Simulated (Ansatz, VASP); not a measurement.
One calculation of CaSe, two programs

INCAR

```
ALGO     = Normal         # electronic algorithm
EDIFF    = 1E-6           # SCF threshold, eV
EDIFFG   = -0.01          # ionic threshold
ENCUT    = 600            # plane-wave cutoff, eV
GGA      = PE             # functional
IBRION   = 2              # ionic algorithm
ISIF     = 3              # what is computed and relaxed
ISMEAR   = 0              # smearing method
LASPH    = True           # aspherical terms in the spheres
LCHARG   = False          # write CHGCAR
LREAL    = False          # projectors in reciprocal space
LWAVE    = False          # write WAVECAR
NELM     = 80             # most SCF steps
NSW      = 80             # ionic steps
PREC     = Accurate       # precision mode
SIGMA    = 0.02           # smearing width, eV
```

KPOINTS

```
k-points
0
Gamma
  6 6 6
```

Contents of POSCAR:

```
CaSe
1.0
    0.0000000000      3.2940774631      3.2940774631
    3.2940774631      0.0000000000      3.2940774631
    3.2940774631      3.2940774631      0.0000000000
Ca Se
1 1
Direct
    0.0000000000      0.0000000000      0.0000000000
    0.2500000000      0.2500000000      0.2500000000
```

Input for Ansatz:

```yaml
crystal:
  lattice:
    - [0.0, 3.2940774631, 3.2940774631]
    - [3.2940774631, 0.0, 3.2940774631]
    - [3.2940774631, 3.2940774631, 0.0]
  atoms:
    - { symbol: Ca, position: [0.0, 0.0, 0.0] }
    - { symbol: Se, position: [0.25, 0.25, 0.25] }
basis:
  ecutwfc: 420
kpoints:
  mp_grid: { grid: [6, 6, 6] }
hamiltonian:
  xc: pbe
scf:
  occupations: { method: gaussian, width: 0.02 }
output:
  forces: true
  stress: true
  eigenvalues: true
  write_density: true
  write_potential: true
  elf: true
  volumetric_format: npy
relax:
  adjacent_minimum: "off"
  f_tol: 0.01
  max_steps: 60
  cell: { stress_tol: 0.1 }
```

Alike in both runs: task relaxation of cell and atoms; functional PBE; k mesh 6 × 6 × 6; occupations gaussian, width 0.02 eV; no spin polarisation.

```csv
,VASP,Ansatz
version,VASP 6.6.1,Ansatz 0.2.0
potentials or method,"VASP PAW PBE potentials, release 64 (Ca_sv, Se), cutoff 600 eV","scalar-relativistic, plane waves, PAW"
valence electrons in the cell,16,26
```

|  | VASP | Ansatz | Ansatz less VASP |
| --- | --- | --- | --- |
| gap on the k mesh at the Fermi level, each at its own relaxed structure (eV) | 3.15 | 3.17 | +0.013 |
| relaxed volume (Å³/atom) | 35.88 | 35.74 | -0.140 |
| relaxed cell length with the largest relative difference (Å) | 4.665 | 4.659 | -0.0061 |

VASP's potentials hold 16 valence electrons a cell and Ansatz's 26, so a difference there can come from the potentials and not from the codes.
